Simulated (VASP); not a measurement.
# MnS (Fm-3m) in VASP: further runs, part 2 of 2

VASP 6.6.1. The steps go on from the part before.

## Step 3: Relaxation of cell and atoms, PBE+U, collinear spin, ferromagnetic start, target pressure 4 GPa, at which the enthalpy is minimised

Contents of INCAR:

```
SYSTEM = MnS
PREC = Accurate ; ENCUT = 600
EDIFF = 1E-6 ; ISMEAR = -1
SIGMA = 0.1 ; LREAL = .FALSE.
LASPH = .TRUE. ; NELM = 150
ALGO = Normal ; ISIF = 3
LWAVE = .FALSE. ; LCHARG = .FALSE.
ISPIN = 2 ; MAGMOM = 2.8 0
LORBIT = 11 ; LMAXMIX = 4
LDAU = .TRUE. ; LDAUTYPE = 1
LDAUL = 2 -1 ; LDAUU = 4.4 0
LDAUJ = 0.9 0 ; LDAUPRINT = 1
GGA = PE ; IBRION = 2
NSW = 80 ; EDIFFG = -0.01
PSTRESS = 40.0
```

Contents of KPOINTS:

```
regular mesh
0
G
  11 11 11
  0 0 0
```

Contents of POSCAR:

```
MnS
1.0
    0.0000000000      2.6045000000      2.6045000000
    2.6045000000      0.0000000000      2.6045000000
    2.6045000000      2.6045000000      0.0000000000
Mn S
1 1
Direct
    0.0000000000      0.0000000000      0.0000000000
    0.5000000000      0.5000000000      0.5000000000
```

Potentials or basis: VASP PAW PBE potentials, release 64 (Mn_pv, S).

The run is started by

```console
$ cat potpaw_PBE.64/Mn_pv/POTCAR potpaw_PBE.64/S/POTCAR > POTCAR
$ mpirun -np 1 vasp_std > vasp.out
```

OUTCAR:

```text
SYSTEM = MnS
   PREC = Accurate
   ENCUT = 600
   EDIFF = 1E-6
   ISMEAR = -1
   LREAL = .FALSE.
   LASPH = .TRUE.
   NELM = 150
   ISIF = 3
   ISPIN = 2
   LORBIT = 11
   GGA = PE
   IBRION = 2
   NSW = 80
   EDIFFG = -0.01
   PSTRESS = 40.0

 ion  position               nearest neighbor table
   1  0.000  0.000  0.000-   2 2.60   2 2.60   2 2.60   2 2.60   2 2.60   2 2.60
   2  0.500  0.500  0.500-   1 2.60   1 2.60   1 2.60   1 2.60   1 2.60   1 2.60

  LATTYP: Found a face centered cubic cell.
 ALAT       =     5.2090000000

  Lattice vectors:

 A1 = (   0.0000000000,   2.6045000000,   2.6045000000)
 A2 = (   2.6045000000,   0.0000000000,   2.6045000000)
 A3 = (   2.6045000000,   2.6045000000,   0.0000000000)

Analysis of symmetry for initial positions (statically):
=====================================================================
 Subroutine PRICEL returns:
 Original cell was already a primitive cell.

 Routine SETGRP: Setting up the symmetry group for a
[... 288 lines left out ...]
  o =  0.9321  v =  0.0000  0.9769  0.0000  0.2137 -0.0000  0.0000  0.0000  0.0000  0.0000  0.0000      0.0000  0.0000  0.0000  0.0000  0.0000  0.0000  0.0000  0.0000  0.0000  0.0000
  o =  0.9321  v =  0.0000  0.2137  0.0000 -0.9769  0.0000  0.0000  0.0000  0.0000  0.0000  0.0000      0.0000  0.0000  0.0000  0.0000  0.0000  0.0000  0.0000  0.0000  0.0000  0.0000
  o =  0.9321  v =  1.0000  0.0000  0.0000  0.0000  0.0000  0.0000  0.0000  0.0000  0.0000  0.0000      0.0000  0.0000  0.0000  0.0000  0.0000  0.0000  0.0000  0.0000  0.0000  0.0000
  o =  0.9536  v =  0.0000  0.0000  0.0021  0.0000  1.0000  0.0000  0.0000  0.0000  0.0000  0.0000      0.0000  0.0000  0.0000  0.0000  0.0000  0.0000  0.0000  0.0000  0.0000  0.0000
  o =  0.9536  v =  0.0000 -0.0000  1.0000  0.0000 -0.0021  0.0000  0.0000  0.0000  0.0000  0.0000      0.0000  0.0000  0.0000  0.0000  0.0000  0.0000  0.0000  0.0000  0.0000  0.0000

--------------------------------------- Ionic step        3  -------------------------------------------

 number of electron      19.0000009 magnetization       4.9956523

 Free energy of the ion-electron system (eV)
  ---------------------------------------------------
  ext. energy  EPLUGINS =         0.00000000
  ---------------------------------------------------
  free energy    TOTEN  =       -13.06180892 eV

  energy without entropy =      -13.06001245  energy(sigma->0) =      -13.06091068

 E-fermi :   6.8120     XC(G=0): -10.6106

 val. band max:        6.4859155995   @ k =  -0.3636   0.0909   0.0000
 cond. band min:       6.9099263771   @ k =   0.4545   0.4545   0.0000
 fundamental gap:      0.4240107776
 Fermi energy:         6.8119926205

 spin component 1

 k-point     1 :       0.0000    0.0000    0.0000
  band No.  band energies     occupation
      1     -44.2345      1.00000
      2     -44.2345      1.00000
      3     -44.2345      1.00000
      4      -7.7474      1.00000
      5       1.7495      1.00000
      6       1.7495      1.00000
      7       1.7495      1.00000
      8       1.7787      1.00000
      9       1.7787      1.00000
     10       4.9905      1.00000
     11       4.9905      1.00000
     12       4.9905      1.00000
[... 838 lines left out ...]
  energy  without entropy=      -13.0600124479  energy(sigma->0) =      -13.06091068

  enthalpy is  TOTEN    =       -12.1812238933 eV   P V=        0.8805850218

 reached required accuracy - stopping structural energy minimisation

 total charge

# of ion       s       p       d       tot
------------------------------------------
    1        0.219   6.171   4.895  11.285
    2        1.321   2.461   0.000   3.782
--------------------------------------------------
tot          1.540   8.632   4.895  15.067

 magnetization (x)

# of ion       s       p       d       tot
------------------------------------------
    1        0.049   0.039   4.485   4.572
    2        0.022   0.072   0.000   0.094
--------------------------------------------------
tot          0.071   0.111   4.485   4.666
```

OSZICAR:

```text
N       E                     dE             d eps       ncg     rms          rms(c)
DAV:   1     0.156114188655E+03    0.15611E+03   -0.11497E+04  3136   0.155E+03
DAV:   2    -0.371210416160E+01   -0.15983E+03   -0.15382E+03  3280   0.373E+02
[... 23 lines left out ...]
DAV:   1    -0.130620077794E+02   -0.10408E-02   -0.38134E-03  3232   0.983E-01    0.143E-01
DAV:   2    -0.130618127538E+02    0.19503E-03   -0.52252E-04  3238   0.417E-01    0.123E-01
DAV:   3    -0.130618165153E+02   -0.37614E-05   -0.49216E-05  3540   0.761E-02    0.346E-02
DAV:   4    -0.130618114921E+02    0.50231E-05   -0.73158E-06  3334   0.195E-02    0.188E-02
DAV:   5    -0.130618093893E+02    0.21029E-05   -0.15120E-06  2718   0.919E-03    0.875E-03
DAV:   6    -0.130618089151E+02    0.47411E-06   -0.43675E-07  1634   0.937E-03
   3 F= -.12181224E+02 E0= -.12180326E+02  d E =-.339515E-04  mag=     4.9957
```

Run time: 58 s. Hardware: 1 thread of Intel Xeon 6975P-C (Granite Rapids), shared host; peak memory 0.22 GiB.

Results:

```yaml
Free_energy: -13.0618 eV
Relaxed_volume: 17.64 Å³/atom
Relaxed_cell: a = 3.681 Å, b = 3.681 Å, c = 3.681 Å, α = 60.00°, β = 60.00°, γ = 60.00°
Space_group_after_relaxing_to_0.1_Å: Fm-3m (No. 225)
Energy_change_on_relaxing_the_run_minimises_the_enthalpy: +0.8 meV/atom
Ionic_steps: 3
Pressure_after_relaxing: 4.0 GPa
Band_gap_on_the_k_mesh: 0.42 eV (least direct gap 2.41 eV)
Net_moment: 5.00 μB per cell
Site_moments: Mn +4.57; S +0.09 μB
Valence_electrons_inside_the_program's_atomic_spheres: Mn 11.29; S 3.78
```

The path:
| step | energy change (eV) | largest force (eV/Å) | pressure (GPa) | volume (Å³) |
| --- | --- | --- | --- | --- |
| 1 | 0.0000 | 0.0000 | 3.83 | 35.33 |
| 2 | 0.0024 | 0.0000 | 4.16 | 35.24 |
| 3 | 0.0016 | 0.0000 | 3.97 | 35.27 |

Final structure:
```
Mn S
1.0
     0.00000    2.60294    2.60294
     2.60294    0.00000    2.60294
     2.60294    2.60294    0.00000
Mn S
1 1
Direct
  0.00000 0.00000 0.00000
  0.50000 0.50000 0.50000
```

Eigenvalues of the final occupation matrices:
```
    site  spin  trace               eigenvalues
site 1 d     1   4.70  0.93 0.93 0.93 0.95 0.95
site 1 d     2   0.21  0.02 0.02 0.02 0.08 0.08
```

Caveat: the cell is relaxed towards a set pressure, so the run minimises the enthalpy, not the energy; an odd mesh through Γ misses points on the zone boundary, where band edges can lie; a cell with one magnetic atom can't hold antiferromagnetic order, which such compounds often take.

## Step 4: Relaxation of cell and atoms, PBE+U, collinear spin, ferromagnetic start, target pressure 6 GPa, at which the enthalpy is minimised

Contents of INCAR:

```
SYSTEM = MnS
  PREC = Accurate
  ENCUT = 600
  EDIFF = 1E-6
  ISMEAR = -1
  SIGMA = 0.1
  LREAL = .False.
  LASPH = .True.
  NELM = 150
  ALGO = Normal
  ISIF = 3
  LWAVE = .False.
  LCHARG = .False.
  ISPIN = 2
  MAGMOM = 2.8 0
  LORBIT = 11
  LMAXMIX = 4
  LDAU = .True.
  LDAUTYPE = 1
  LDAUL = 2 -1
  LDAUU = 4.4 0
  LDAUJ = 0.9 0
  LDAUPRINT = 1
  GGA = PE
  IBRION = 2
  NSW = 80
  EDIFFG = -0.01
  PSTRESS = 60.0
```

Contents of KPOINTS:

```
Automatic mesh
0
Gamma
  11 11 11
  0 0 0
```

POSCAR is that of step 3.

The run is started by

```console
$ cat potpaw_PBE.64/Mn_pv/POTCAR potpaw_PBE.64/S/POTCAR > POTCAR
$ mpirun -np 1 vasp_std > vasp.out
```

Run time: 66 s. Hardware: 1 thread of Intel Xeon 6975P-C (Granite Rapids), shared host; peak memory 0.23 GiB.

It converged, with:

```yaml
Free_energy: -13.0394 eV
Relaxed_volume: 17.28 Å³/atom
Relaxed_cell: a = 3.656 Å, b = 3.656 Å, c = 3.656 Å, α = 60.00°, β = 60.00°, γ = 60.00°
Space_group_after_relaxing_to_0.1_Å: Fm-3m (No. 225)
Energy_change_on_relaxing_the_run_minimises_the_enthalpy: +12.0 meV/atom
Ionic_steps: 3
Pressure_after_relaxing: 6.1 GPa
Band_gap_on_the_k_mesh: 0.28 eV (least direct gap 2.34 eV)
Net_moment: 4.99 μB per cell
Site_moments: Mn +4.56; S +0.10 μB
Valence_electrons_inside_the_program's_atomic_spheres: Mn 11.30; S 3.79
```

The path:
| step | energy change (eV) | largest force (eV/Å) | pressure (GPa) | volume (Å³) |
| --- | --- | --- | --- | --- |
| 1 | 0.0000 | 0.0000 | 3.83 | 35.33 |
| 2 | 0.0416 | 0.0000 | 7.11 | 34.12 |
| 3 | 0.0240 | 0.0000 | 6.05 | 34.55 |

Final structure:
```
Mn S
1.0
     0.00000    2.58509    2.58509
     2.58509    0.00000    2.58509
     2.58509    2.58509    0.00000
Mn S
1 1
Direct
  0.00000 0.00000 0.00000
  0.50000 0.50000 0.50000
```

Levels at points of the mesh, in eV from the valence-band top:
Spin up:
| k point | band 10 | band 11 | band 12 | band 13 | band 14 |
| --- | --- | --- | --- | --- | --- |
| (0.00, 0.00, 0.00) | -1.57 | -1.57 | -1.57 | 2.07 | 8.51 |
Spin down:
```tsv
k point	band 4	band 5	band 6	band 7	band 8	band 9	band 10	band 11
(0.00, 0.00, 0.00)	-14.13	-1.37	-1.37	-1.37	1.74	1.74	1.76	1.76
```

Eigenvalues of the final occupation matrices:
| site | spin | trace | eigenvalues |
| --- | --- | --- | --- |
| site 1 d | 1 | 4.70 | 0.93 0.93 0.93 0.95 0.95 |
| site 1 d | 2 | 0.22 | 0.02 0.02 0.02 0.08 0.08 |

Caveat: the cell is relaxed towards a set pressure, so the run minimises the enthalpy, not the energy; an odd mesh through Γ misses points on the zone boundary, where band edges can lie; a cell with one magnetic atom can't hold antiferromagnetic order, which such compounds often take. The state reached can hang on the start; a lower one may exist.

## Step 5: Overview

| cell | gap on the mesh (eV) | pressure (GPa) | moment (μB) |
| --- | --- | --- | --- |
| relaxed to 2 GPa | 0.57 | 2.0 | 5.00 |
| relaxed to 4 GPa | 0.42 | 4.0 | 5.00 |
| relaxed to 6 GPa | 0.28 | 6.1 | 4.99 |

Alike in all rows: task relaxation of cell and atoms; level PBE+U; potentials or basis VASP PAW PBE potentials, release 64 (Mn_pv, S); spin collinear, ferromagnetic start; Mn d U = 4.4 eV, J = 0.9 eV; k mesh 11 × 11 × 11; cutoff (eV) 600; smearing fermi-dirac 0.1 eV.

Caveats: the cell is relaxed towards a set pressure, so the run minimises the enthalpy, not the energy; an odd mesh through Γ misses points on the zone boundary, where band edges can lie; a cell with one magnetic atom can't hold antiferromagnetic order, which such compounds often take.

Total energies depend on the potentials used, so only differences within one code and one set of settings carry meaning.
